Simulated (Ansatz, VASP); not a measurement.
# Al2O3 in VASP and in Ansatz

INCAR

```
SYSTEM = Al2O3
  PREC = Accurate
  ENCUT = 520
  EDIFF = 1E-7
  ISMEAR = 0
  SIGMA = 0.05
  LREAL = .FALSE.
  LASPH = .TRUE.
  NELM = 60
  ALGO = Normal
  ISIF = 2
  LWAVE = .FALSE.
  LCHARG = .TRUE.
  GGA = PE
  LELF = .TRUE.
  LVHAR = .TRUE.
  NBANDS = 35
```

The input KPOINTS:

```
Automatic mesh
0
G
  6 4 8
  0 0 0
```

Contents of POSCAR:

```
Al2O3
1.0
    4.7121766311      0.0000000000      0.0000000000
    0.0000000000      9.7035371733      0.0000000000
    0.0000000000      0.0000000000      3.0257116887
Al O
4 6
Direct
    0.4404579186      0.3289195574      0.5000000000
    0.5595420814      0.6710804426      0.5000000000
    0.9404579186      0.1710804426      0.0000000000
    0.0595420814      0.8289195574      0.0000000000
    0.7663318114      0.2293024427      0.5000000000
    0.0000000000      0.0000000000      0.0000000000
    0.7336681886      0.7293024427      0.0000000000
    0.2663318114      0.2706975573      0.0000000000
    0.2336681886      0.7706975573      0.5000000000
    0.5000000000      0.5000000000      0.5000000000
```

Input for Ansatz:

```yaml
crystal:
  lattice:
    - [4.7121766311, 0.0, 0.0]
    - [0.0, 9.7035371733, 0.0]
    - [0.0, 0.0, 3.0257116887]
  atoms:
    - { symbol: Al, position: [0.4404579186, 0.3289195574, 0.5] }
    - { symbol: Al, position: [0.5595420814, 0.6710804426, 0.5] }
    - { symbol: Al, position: [0.9404579186, 0.1710804426, 0.0] }
    - { symbol: Al, position: [0.0595420814, 0.8289195574, 0.0] }
    - { symbol: O, position: [0.7663318114, 0.2293024427, 0.5] }
    - { symbol: O, position: [0.0, 0.0, 0.0] }
    - { symbol: O, position: [0.7336681886, 0.7293024427, 0.0] }
    - { symbol: O, position: [0.2663318114, 0.2706975573, 0.0] }
    - { symbol: O, position: [0.2336681886, 0.7706975573, 0.5] }
    - { symbol: O, position: [0.5, 0.5, 0.5] }
basis:
  ecutwfc: 420
kpoints:
  mp_grid: { grid: [6, 4, 8] }
hamiltonian:
  xc: pbe
scf:
  occupations: { method: gaussian, width: 0.05 }
output:
  forces: true
  stress: true
  eigenvalues: true
```

Change from the starting cell: mode 4 (53.0 1/cm) frozen in, largest displacement +0.060 Å.

Alike in both runs: task single point; functional PBE; k mesh 6 × 4 × 8; occupations gaussian, width 0.05 eV; no spin polarisation.

|  | VASP | Ansatz |
| --- | --- | --- |
| version | VASP 6.6.1 | Ansatz 0.2.0 |
| potentials or method | VASP PAW PBE potentials, release 64 (Al, O), cutoff 520 eV | scalar-relativistic, plane waves, PAW |
| valence electrons in the cell | 48 | 48 |

Ansatz gave:

* gap on the k mesh at the Fermi level (eV): 3.43
* least direct gap on the mesh (eV): 3.43
* pressure (GPa): 0.5
* traceless stress, the component that is largest in VASP (GPa): -0.07
* rms of the force components (eV/Å): 0.007

Task: What did VASP give for the same quantities?

Result: gap on the k mesh at the Fermi level (eV): 3.42; least direct gap on the mesh (eV): 3.42; pressure (GPa): 0.4; traceless stress, the component that is largest in VASP (GPa): -0.17; rms of the force components (eV/Å): 0.006.

Atom by atom the forces differ by 0.009 eV/Å (rms over components).
